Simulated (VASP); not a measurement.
# TaN (P6_3mc) in VASP: further runs

The runs below take TaN through single point, with PBEsol.

Everything below comes from runs of VASP 6.6.1. Logs are shortened: lines on timing, memory, paths and dates and some standing lists are left out, and cuts for length are marked.

### Step 1. The cell of the first run

Symmetry: P6_3mc, No. 186, hexagonal system. Conventional cell: a = 3.070 Å, b = 3.070 Å, c = 4.973 Å, α = 90.00°, β = 90.00°, γ = 120.00°. Ta (site symmetry 3m) has 4 N at 1.86 to 1.91 Å within 2.5 Å. Within 2.5 Å of N (site symmetry 3m) lie 4 Ta at 1.86 to 1.91 Å.

### Step 2. Single point, PBEsol (volume scaled by 1.02)

INCAR

```
SYSTEM = TaN
PREC = Accurate
ENCUT = 520
EDIFF = 1E-6
ISMEAR = -1
SIGMA = 0.01
LREAL = .False.
LASPH = .True.
NELM = 100
ALGO = Normal
ISIF = 2
LWAVE = .False.
LCHARG = .False.
GGA = PS
NBANDS = 24
```

KPOINTS

```
Automatic mesh
0
Gamma
  9 9 5
  0 0 0
```

POSCAR

```
TaN
1.0
    3.0702003619      0.0000000000      0.0000000000
   -1.5351001810      2.6588715082      0.0000000000
    0.0000000000      0.0000000000      4.9727161852
Ta N
2 2
Direct
    0.3333333333      0.6666666667      0.0000000000
    0.6666666667      0.3333333333      0.5000000000
    0.3333333333      0.6666666667      0.3850000000
    0.6666666667      0.3333333333      0.8850000000
```

Potentials or basis: VASP PAW PBE potentials, release 64 (Ta_pv, N).

Run with:

```
cat potpaw_PBE.64/Ta_pv/POTCAR potpaw_PBE.64/N/POTCAR > POTCAR
mpirun -np 1 vasp_std > vasp.out
```

OUTCAR:

```text
SYSTEM = TaN
   PREC = Accurate
   ENCUT = 520
   EDIFF = 1E-6
   ISMEAR = -1
   LREAL = .False.
   LASPH = .True.
   NELM = 100
   ISIF = 2
   GGA = PS

 ion  position               nearest neighbor table
   1  0.333  0.667  0.000-   4 1.86   4 1.86   4 1.86   3 1.91   2 3.05   2 3.05   2 3.05   2 3.05
                             2 3.05   2 3.05
   2  0.667  0.333  0.500-   3 1.86   3 1.86   3 1.86   4 1.91   1 3.05   1 3.05   1 3.05   1 3.05
                             1 3.05   1 3.05
   3  0.333  0.667  0.385-   2 1.86   2 1.86   2 1.86   1 1.91
   4  0.667  0.333  0.885-   1 1.86   1 1.86   1 1.86   2 1.91

  LATTYP: Found a hexagonal cell.
 ALAT       =     3.0702003619
 C/A-ratio  =     1.6196715520

  Lattice vectors:

 A1 = (   3.0702003619,   0.0000000000,   0.0000000000)
 A2 = (  -1.5351001810,   2.6588715082,   0.0000000000)
 A3 = (   0.0000000000,   0.0000000000,   4.9727161852)

Analysis of symmetry for initial positions (statically):
=====================================================================
 Subroutine PRICEL returns:
 Original cell was already a primitive cell.

 Routine SETGRP: Setting up the symmetry group for a
 hexagonal supercell.

 Subroutine GETGRP returns: Found 12 space group operations
 (whereof  6 operations were pure point group operations)
 out of a pool of 24 trial point group operations.

The static configuration has the point symmetry C_3v.
 The point group associated with its full space group is C_6v.

Analysis of symmetry for dynamics (positions and initial velocities):
=====================================================================
 Subroutine PRICEL returns:
 Original cell was already a primitive cell.

 Routine SETGRP: Setting up the symmetry group for a
 hexagonal supercell.

 Subroutine GETGRP returns: Found 12 space group operations
 (whereof  6 operations were pure point group operations)
 out of a pool of 24 trial point group operations.

The dynamic configuration has the point symmetry C_3v.
 The point group associated with its full space group is C_6v.

 Subroutine INISYM returns: Found 12 space group operations
 (whereof  6 operations are pure point group operations),
 and found     1 'primitive' translations

----------------------------------------------------------------------------------------

                                     Primitive cell

  volume of cell :      40.5936

  direct lattice vectors                    reciprocal lattice vectors
     3.070200362  0.000000000  0.000000000     0.325711642  0.188049704  0.000000000
    -1.535100181  2.658871508  0.000000000     0.000000000  0.376099408  0.000000000
     0.000000000  0.000000000  4.972716185     0.000000000  0.000000000  0.201097341

  length of vectors
     3.070200362  3.070200362  4.972716185     0.376099408  0.376099408  0.201097341

  position of ions in fractional coordinates (direct lattice)
     0.333333333  0.666666667  0.000000000
     0.666666667  0.333333333  0.500000000
     0.333333333  0.666666667  0.385000000
     0.666666667  0.333333333  0.885000000

  ion indices of the primitive-cell ions
   primitive index   ion index
                 1           1
                 2           2
                 3           3
                 4           4

----------------------------------------------------------------------------------------

 KPOINTS: Automatic mesh

Automatic generation of k-mesh.
 Grid dimensions read from file:
 generate k-points for:    9    9    5

 Generating k-lattice:

  Cartesian coordinates                     Fractional coordinates (reciprocal lattice)
     0.036190182  0.020894412  0.000000000     0.111111111  0.000000000  0.000000000
     0.000000000  0.041788823  0.000000000     0.000000000  0.111111111  0.000000000
     0.000000000  0.000000000  0.040219468     0.000000000  0.000000000  0.200000000

  Length of vectors
     0.041788823  0.041788823  0.040219468

  Shift w.r.t. Gamma in fractional coordinates (k-lattice)
     0.000000000  0.000000000  0.000000000

 Subroutine IBZKPT returns following result:
 ===========================================

 Found     36 irreducible k-points:

 Following reciprocal coordinates:
            Coordinates               Weight
  0.000000  0.000000  0.000000      1.000000
  0.111111  0.000000  0.000000      6.000000
  0.222222 -0.000000  0.000000      6.000000
  0.333333  0.000000  0.000000      6.000000
  0.444444 -0.000000  0.000000      6.000000
  0.111111  0.111111  0.000000      6.000000
[... 16 lines left out ...]
  0.333333  0.222222  0.200000     24.000000
  0.333333  0.333333  0.200000      4.000000
 [... further k-points ...]
   k-points           NKPTS =     36   k-points in BZ     NKDIM =     36   number of bands    NBANDS=     24
   number of dos      NEDOS =    301   number of ions     NIONS =      4
   total plane-waves  NPLWV =  23040
   dimension x,y,z NGX =    24 NGY =   24 NGZ =   40
   dimension x,y,z NGXF=    48 NGYF=   48 NGZF=   80
   ions per type =               2   2
   NGX,Y,Z   is equivalent  to a cutoff of  13.00, 13.00, 13.37 a.u.
   NGXF,Y,Z  is equivalent  to a cutoff of  25.99, 25.99, 26.75 a.u.
 SYSTEM =  TaN
   PREC   = accura    normal or accurate (medium, high low for compatibility)
   ISTART =      0    job   : 0-new  1-cont  2-samecut
   ICHARG =      2    charge: 1-file 2-atom 10-const
   ISPIN  =      1    spin polarized calculation?
   LNONCOLLINEAR =      F non collinear calculations
   LSORBIT =      F    spin-orbit coupling
   LASPH  =      T    aspherical Exc in radial PAW
   ENCUT  =  520.0 eV  38.22 Ry    6.18 a.u.   5.71  5.71  9.25*2*pi/ulx,y,z
   NELM   =    100;   NELMIN=  2; NELMDL= -5     # of ELM steps
   EDIFF  = 0.1E-05   stopping-criterion for ELM
   LREAL  =      F    real-space projection
   EDIFFG = 0.1E-04   stopping-criterion for IOM
   NSW    =      0    number of steps for IOM
   IBRION =     -1    ionic relax: 0-MD 1-quasi-New 2-CG
   NFREE  =      0    steps in history (QN), initial steepest desc. (CG)
   ISIF   =      2    stress and relaxation
   ISYM   =      2    0-nonsym 1-usesym 2-fastsym
   POTIM  = 0.5000    time-step for ionic-motion
   TEBEG  =    0.0;   TEEND  =   0.0 temperature during run
   PSTRESS=    0.0 pullay stress
   NELECT =      32.0000    total number of electrons
   NUPDOWN=      -1.0000    fix difference up-down
   EMIN   =  10.00;   EMAX   =-10.00  energy-range for DOS
   EFERMI =   0.00;   METHOD = LEGACY
   ISMEAR =    -1;   SIGMA  =   0.01  broadening in eV -4-tet -1-fermi 0-gaus
   EFERMI_NEDOS =   21; number of points for ismear=-14 and -15
   IALGO  =     38    algorithm
   IMIX   =      4    mixing-type and parameters
     AMIX     =   0.40;   BMIX     =  1.00
     AMIX_MAG =   1.60;   BMIX_MAG =  1.00
  volume/ion in A,a.u.               =      10.15        68.48
  Fermi-wavevector in a.u.,A,eV,Ry     =   1.512303  2.857839 31.117359  2.287061
  Thomas-Fermi vector in A             =   2.622246
   LORBIT       =      0    0 simple, 1 ext, 2 COOP (PROOUT), +10 PAW based schemes
   GGA     = PS    functional components
   LHFCALC =     F    Hartree Fock is set to
   AEXX    =    0.0000 exact exchange contribution
   IVDW    =     0    specifies the selected vdW correction
   LEPSILON=     F    determine dielectric tensor
   LRPA    =     F    only Hartree local field effects (RPA)
 non-spin polarized calculation
  energy-cutoff  :      520.00
  volume of cell :       40.59
 maximum number of plane-waves:      1105
 NGX is ok and might be reduce to    24
   NGX = 11   NGY = 11   NGZ = 19

 number of electron      32.0000001 magnetization

 Free energy of the ion-electron system (eV)
  ---------------------------------------------------
  ext. energy  EPLUGINS =         0.00000000
  ---------------------------------------------------
  free energy    TOTEN  =       -41.42344707 eV

  energy without entropy =      -41.42232650  energy(sigma->0) =      -41.42288679

 E-fermi :   9.3948     XC(G=0): -13.5881

 val. band max:        9.3681695106   @ k =   0.2222  -0.0000   0.0000
 cond. band min:       9.4031663391   @ k =   0.1111   0.0000   0.4000
 fundamental gap:      0.0349968285
 Fermi energy:         9.3948235572

 k-point     1 :       0.0000    0.0000    0.0000
  band No.  band energies     occupation
      1     -26.6302      2.00000
      2     -25.5984      2.00000
      3     -25.5984      2.00000
      4     -25.4188      2.00000
      5     -25.4188      2.00000
      6     -25.3582      2.00000
[... 16 lines left out ...]
     23      15.9329      0.00000
     24      15.9329      0.00000

 k-point     2 :       0.1111    0.0000    0.0000
  band No.  band energies     occupation
      1     -26.5892      2.00000
      2     -25.7154      2.00000
      3     -25.6325      2.00000
      4     -25.5521      2.00000
      5     -25.4383      2.00000
      6     -25.3776      2.00000
[... 16 lines left out ...]
     23      15.9297      0.00000
     24      16.4273      0.00000

 k-point     3 :       0.2222   -0.0000    0.0000
  band No.  band energies     occupation
      1     -26.4859      2.00000
      2     -25.9949      2.00000
      3     -25.8681      2.00000
      4     -25.7156      2.00000
      5     -25.4893      2.00000
      6     -25.4366      2.00000
[... 16 lines left out ...]
     23      16.4018      0.00000
     24      17.5800      0.00000

 k-point     4 :       0.3333    0.0000    0.0000
  band No.  band energies     occupation
      1     -26.4597      2.00000
      2     -26.2366      2.00000
      3     -26.1407      2.00000
      4     -25.8059      2.00000
      5     -25.5492      2.00000
      6     -25.5323      2.00000
[... 16 lines left out ...]
     23      16.1218      0.00000
     24      17.4368      0.00000

 k-point     5 :       0.4444   -0.0000    0.0000
  band No.  band energies     occupation
      1     -26.6037      2.00000
      2     -26.4176      2.00000
      3     -26.0739      2.00000
      4     -25.8630      2.00000
      5     -25.6339      2.00000
      6     -25.5888      2.00000
[... 451 lines left out ...]
 k-point    22 :       0.2222    0.2222    0.2000
  band No.  band energies     occupation
      1     -26.4854      2.00000
      2     -26.3653      2.00000
      3     -25.9583      2.00000
      4     -25.9442      2.00000
      5     -25.7287      2.00000
      6     -25.5722      2.00000
[... 16 lines left out ...]
     23      16.7154      0.00000
     24      17.4628      0.00000

 k-point    23 :       0.3333    0.2222    0.2000
  band No.  band energies     occupation
      1     -26.5334      2.00000
      2     -26.4474      2.00000
      3     -26.0891      2.00000
      4     -25.8700      2.00000
      5     -25.8200      2.00000
      6     -25.6511      2.00000
[... 16 lines left out ...]
     23      16.3676      0.00000
     24      16.8404      0.00000

 k-point    24 :       0.3333    0.3333    0.2000
  band No.  band energies     occupation
      1     -26.4535      2.00000
      2     -26.4535      2.00000
      3     -26.2129      2.00000
      4     -25.9328      2.00000
      5     -25.7456      2.00000
      6     -25.7456      2.00000
[... 16 lines left out ...]
     23      16.7988      0.00000
     24      16.7988      0.00000

 [... further k-points ...]
[... 5 lines left out ...]
  --------------------------------------------------------------------------------------
  -------------------------------------------------------------------------------------
  Total       31.2353699     31.2353699     25.4018873     -0.0000000      0.0000000      0.0000000
  in kB     1232.8194960   1232.8194961   1002.5795118     -0.0000000      0.0000000      0.0000000
  external PRESSURE =    1156.0728346 kB  Pullay stress =       0.0000000 kB

 VOLUME and BASIS-vectors are now :
 -----------------------------------------------------------------------------
  energy-cutoff  :      520.00
  volume of cell :       40.59
      direct lattice vectors                 reciprocal lattice vectors
     3.070200362  0.000000000  0.000000000     0.325711642  0.188049704  0.000000000
    -1.535100181  2.658871508  0.000000000     0.000000000  0.376099408  0.000000000
     0.000000000  0.000000000  4.972716185     0.000000000  0.000000000  0.201097341

 POSITION                                       TOTAL-FORCE (eV/Angst)
 -----------------------------------------------------------------------------------
     -0.00000      1.77258      0.00000         0.000000     -0.000000      2.265886
      1.53510      0.88629      2.48636         0.000000      0.000000      2.265886
     -0.00000      1.77258      1.91450         0.000000      0.000000     -2.265886
      1.53510      0.88629      4.40085        -0.000000      0.000000     -2.265886
 -----------------------------------------------------------------------------------
    total drift:                               -0.000000      0.000000      0.000951

  FREE ENERGIE OF THE ION-ELECTRON SYSTEM (eV)
  ---------------------------------------------------
  free  energy   TOTEN  =       -41.4234470723 eV

  energy  without entropy=      -41.4223265003  energy(sigma->0) =      -41.42288679
```

Wall time 18 s (1 thread of AMD EPYC 9R45 (Zen 5), shared host); peak memory 0.14 GiB.

Results:

```
Free energy            : -41.4234 eV
Pressure               : 115.6 GPa
Largest force          : 2.266 eV/Å
Band gap on the k mesh : zero (band 16 reaches 9.91 eV, above the bottom of band 17 at 7.75 eV)
```

Forces in eV/Å, atoms in the order of the input:
```
Ta   0.000  0.000  2.266
Ta   0.000  0.000  2.266
N    0.000  0.000 -2.266
N    0.000  0.000 -2.266
```

Levels at points of the mesh, in eV from the Fermi level:
| k point | band 14 | band 15 | band 16 | band 17 | band 18 | band 19 |
| --- | --- | --- | --- | --- | --- | --- |
| (0.00, 0.00, 0.00) | -7.53 | -0.84 | -0.84 | -0.37 | 2.09 | 2.58 |

Caveat: the PAW data sets were made with another functional, which shifts forces and pressure a little; spin-orbit coupling is left out, which moves the levels of the heavy elements.

### Step 3. Single point, PBEsol (volume scaled by 1.06)

INCAR

```
PREC = Accurate ; ENCUT = 520
EDIFF = 1E-7 ; ISMEAR = -1
SIGMA = 0.01 ; LREAL = False
LASPH = True ; NELM = 60
ALGO = Normal ; ISIF = 2
LWAVE = False ; LCHARG = False
GGA = PS ; NBANDS = 24
```

KPOINTS

```
Automatic mesh
0
Gamma
  9 9 5
```

POSCAR

```
TaN
1.0
    3.1098202203      0.0000000000      0.0000000000
   -1.5549101102      2.6931833120      0.0000000000
    0.0000000000      0.0000000000      5.0368873428
Ta N
2 2
Direct
    0.3333333333      0.6666666667      0.0000000000
    0.6666666667      0.3333333333      0.5000000000
    0.3333333333      0.6666666667      0.3850000000
    0.6666666667      0.3333333333      0.8850000000
```

Potentials or basis: VASP PAW PBE potentials, release 64 (Ta_pv, N).

Run with:

```
cat potpaw_PBE.64/Ta_pv/POTCAR potpaw_PBE.64/N/POTCAR > POTCAR
mpirun -np 1 vasp_std > vasp.out
```

Wall time 20 s (1 thread of AMD EPYC 9R45 (Zen 5), shared host); peak memory 0.15 GiB.

The run converged. Its results:

| Quantity | Value |
| --- | --- |
| Free energy | -42.4488 eV |
| Pressure | 91.1 GPa |
| Largest force | 2.150 eV/Å |
| Band gap on the k mesh | zero (band 16 reaches 9.48 eV, above the bottom of band 17 at 7.41 eV) |

Forces on the atoms (eV/Å):
```
Ta   0.000  0.000  2.150
Ta   0.000  0.000  2.150
N    0.000  0.000 -2.150
N    0.000  0.000 -2.150
```

Stress tensor (GPa, compression positive):
```
97.48  0.00  0.00
 0.00 97.48  0.00
 0.00  0.00 78.25
```

Levels at points of the mesh, in eV from the Fermi level:
```tsv
k point	band 14	band 15	band 16	band 17	band 18	band 19
(0.00, 0.00, 0.00)	-7.50	-0.80	-0.80	-0.47	1.97	2.45
```

Caveat: the PAW data sets were made with another functional, which shifts forces and pressure a little; spin-orbit coupling is left out, which moves the levels of the heavy elements.

### Step 4. Single point, PBEsol (equal xx and yy strain of -2 %)

INCAR

```
ALGO     = Normal         # electronic algorithm
EDIFF    = 1E-6           # SCF threshold, eV
ENCUT    = 600            # plane-wave cutoff, eV
GGA      = PS             # functional
GGA_COMPAT= False        
ISIF     = 2              # what is computed and relaxed
ISMEAR   = -1             # smearing method
LASPH    = True           # aspherical terms in the spheres
LCHARG   = True           # write CHGCAR
LELF     = True           # ELF
LREAL    = False          # projectors in reciprocal space
LVHAR    = True         
LWAVE    = False          # write WAVECAR
NBANDS   = 24             # bands
NELM     = 120            # most SCF steps
PREC     = Accurate       # precision mode
SIGMA    = 0.01           # smearing width, eV
```

KPOINTS

```
k-points
0
Gamma
  9 9 5
```

POSCAR

```
TaN
1.0
    2.9890010687      0.0000000000      0.0000000000
   -1.4945005344      2.5885508575      0.0000000000
    0.0000000000      0.0000000000      4.9400000000
Ta N
2 2
Direct
    0.3333333333      0.6666666667      0.0000000000
    0.6666666667      0.3333333333      0.5000000000
    0.3333333333      0.6666666667      0.3850000000
    0.6666666667      0.3333333333      0.8850000000
```

Run with:

```
cat potpaw_PBE.64/Ta_pv/POTCAR potpaw_PBE.64/N/POTCAR > POTCAR
mpirun -np 1 vasp_std > vasp.out
```

Wall time 36 s (1 thread of Intel Xeon 8259CL, shared host); peak memory 0.18 GiB.

The run converged. Its results:

```
Free energy            : -39.2773 eV
Pressure               : 162.2 GPa
Largest force          : 3.552 eV/Å
Band gap on the k mesh : zero (band 16 reaches 10.66 eV, above the bottom of band 17 at 8.28 eV)
```

Forces in eV/Å, atoms in the order of the input:
```
Ta   0.000  0.000  3.552
Ta   0.000  0.000  3.552
N    0.000  0.000 -3.552
N    0.000  0.000 -3.552
```

Stress tensor (GPa, compression positive):
```
176.55   0.00   0.00
  0.00 176.55   0.00
  0.00   0.00 133.36
```

Levels at points of the mesh, in eV from the Fermi level:
```csv
k point,band 14,band 15,band 16,band 17,band 18,band 19
"(0.00, 0.00, 0.00)",-7.74,-0.80,-0.80,-0.26,2.38,2.78
```

Caveat: the cell differs from its parent crystal (equal xx and yy strain of -2 %); the PAW data sets were made with another functional, which shifts forces and pressure a little; spin-orbit coupling is left out, which moves the levels of the heavy elements.

(Part 1 of 2 ends here.)
